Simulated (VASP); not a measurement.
GaN: single point with r2SCAN

The system is GaN.

```
CELL_PARAMETERS angstrom
3.13252 -0.02059 -0.00592
-1.58410 2.80978 0.05065
-0.00963 0.08947 5.15170
ATOMIC_POSITIONS crystal
Ga 0.32558 0.66241 0.00329
Ga 0.66636 0.32829 0.49662
N 0.34044 0.66829 0.37488
N 0.67382 0.33736 0.87082
```

```
Program             : VASP 6.6.1
Task                : single point
Functional          : r2SCAN
Potentials or basis : VASP PAW PBE potentials, release 64 (Ga_d, N)
Cutoff              : 520 eV
k mesh              : 6 × 6 × 4
Occupations         : gaussian, width 0.01 eV
Spin                : no spin polarisation
```

The pressure is 2.8 GPa. The largest force is 1.041 eV/Å and the band gap on the k mesh is 2.26 eV, direct.

Forces in eV/Å, atoms in the order of the input:
```
Ga   0.578  0.350 -0.792
Ga   0.066 -0.198  0.188
N   -0.086  0.254  0.088
N   -0.559 -0.407  0.515
```

Stress tensor (GPa, compression positive):
```
 6.66  2.54  1.47
 2.54 -4.00 -3.19
 1.47 -3.19  5.88
```

Levels at points of the mesh, in eV from the valence-band top:
```tsv
k point	band 16	band 17	band 18	band 19	band 20	band 21
(0.00, 0.00, 0.00)	-0.28	-0.05	0.00	2.26	4.70	9.82
(0.50, 0.00, 0.00)	-3.16	-2.47	-1.20	5.15	5.85	6.54
(0.00, 0.50, 0.00)	-2.77	-2.41	-0.91	5.84	6.25	6.37
(0.50, 0.50, 0.00)	-3.03	-2.42	-1.10	5.38	5.99	6.49
(0.00, 0.00, 0.50)	-0.72	-0.62	-0.44	4.56	4.74	9.06
(0.50, 0.00, 0.50)	-2.14	-2.12	-1.95	4.60	4.73	8.07
(0.00, 0.50, 0.50)	-2.07	-1.94	-1.74	4.78	5.04	8.35
(0.50, 0.50, 0.50)	-2.17	-2.13	-1.84	4.71	4.81	8.14
```

Wall time 120 s on 1 thread of Intel(R) Xeon(R) 6975P-C (Granite Rapids) (shared host), peak memory 0.21 GiB.

Caveat: the PAW data sets were made with another functional, which shifts forces and pressure a little. r2SCAN opens gaps a little over a GGA but as a rule still falls short of measured ones.
